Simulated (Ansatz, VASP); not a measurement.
Two plane-wave programs on As

```
As
1.0
     1.81751    1.04934    7.06264
    -1.81751    1.04934    7.06264
     0.00000   -2.09868    7.06264
As
2
Direct
  0.80054 0.80054 0.80054
  0.19946 0.19946 0.19946
```

Alike in both runs: functional revPBE; k mesh 10 × 10 × 10; occupations fermi-dirac, width 0.1 eV; no spin polarisation.

Ansatz relaxed the structure, and its values are those at the end. VASP's run is a single point on that final structure, the one shown.

|  | VASP | Ansatz |
| --- | --- | --- |
| version | VASP 6.6.1 | Ansatz 0.2.0 |
| potentials or method | VASP PAW PBE potentials, release 64 (As_d), cutoff 600 eV | plane waves (420 eV) with PAW, scalar-relativistic |
| valence electrons in the cell | 30 | 30 |

Ansatz gave:

```
pressure (GPa)                     : 0.0
rms of the force components (eV/Å) : 0.001
```

Question: What did VASP give for the same quantities?

Answer: Pressure (GPa): 0.1; rms of the force components (eV/Å): 0.011.

VASP's potentials were made for PBE, not for revPBE.
